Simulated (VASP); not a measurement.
Wanted: the native input for a VASP 6.6.1 run.

```
Task                   : single point
Functional             : PBE
Potentials or basis    : VASP PAW PBE potentials, release 64 (Pb_d, S)
Cutoff                 : 520 eV
k mesh                 : 8 × 8 × 6
Occupations            : gaussian, width 0.02 eV
Spin                   : no spin polarisation
Dipole correction      : no
Further INCAR settings : ALGO = Normal; EDIFF = 1e-06; NBANDS = 28
```

The structure of PbS lies in POSCAR:

```
PbS
1.0
    2.1769257571     -6.1967112368      0.0000000000
    2.1769257571      6.1967112368      0.0000000000
    0.0000000000      0.0000000000      4.4960319906
Pb S
2 2
Direct
    0.6317607300      0.3682392700      0.7500000000
    0.3682392700      0.6317607300      0.2500000000
    0.8612899600      0.1387100400      0.7500000000
    0.1387100400      0.8612899600      0.2500000000
```

This cell differs from its parent crystal: Se replaced by S, lengths x 0.966, strained.

These files were run (other wordings do the same):

INCAR

```
PREC = Accurate
ENCUT = 520
EDIFF = 1E-6
ISMEAR = 0
SIGMA = 0.02
LREAL = F
LASPH = T
NELM = 60
ALGO = Normal
ISIF = 2
LWAVE = F
LCHARG = F
GGA = PE
NBANDS = 28
```

KPOINTS

```
Automatic mesh
0
Gamma
  8 8 6
```

Potentials or basis: VASP PAW PBE potentials, release 64 (Pb_d, S).

Run with:

```console
$ cat potpaw_PBE.64/Pb_d/POTCAR potpaw_PBE.64/S/POTCAR > POTCAR
$ mpirun -np 1 vasp_std > vasp.out
```

It gave:

```yaml
Pressure: -4.8 GPa
Largest_force: 0.585 eV/Å
Band_gap_on_the_k_mesh: 1.38 eV (least direct gap 1.48 eV)
```

Caveat: the cell differs from its parent crystal (Se replaced by S, lengths x 0.966, strained); the cell stands under tension; spin-orbit coupling is left out, which moves the levels of the heavy elements.

Run time: 5.2 min on 1 thread of AMD EPYC 7R13 Processor (Zen 3) (shared host), peak memory 0.39 GiB.
